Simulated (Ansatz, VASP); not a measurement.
## One calculation of Y, two programs

```xyz
1
Lattice="0.0000 2.5844 2.5844 2.5844 0.0000 2.5844 2.5844 2.5844 0.0000" Properties=species:S:1:pos:R:3 pbc="T T T"
Y     0.0000    0.0000    0.0000
```

Change from the starting cell: strain +0.040 along x and y, +0.040 along z, atoms carried along.

Alike in both runs: task single point; functional r2SCAN; k mesh 16 × 16 × 16; occupations gaussian, width 0.15 eV; no spin polarisation.

```csv
,VASP,Ansatz
version,VASP 6.6.1,Ansatz 0.2.0
potentials or method,"VASP PAW PBE potentials, release 64 (Y_sv), cutoff 520 eV","scalar-relativistic, plane waves, PAW"
valence electrons in the cell,11,11
```

|  | VASP | Ansatz | Ansatz less VASP |
| --- | --- | --- | --- |
| gap on the k mesh at the Fermi level (eV) | none | none | - |
| pressure (GPa) | -1.3 | -1.3 | -0.06 |

VASP's potentials were made for PBE, not for r2SCAN. A gap of «none» marks a metal or a gap that the smearing closes. The functional is the same, so the differences come from potentials, cutoffs and numerics.
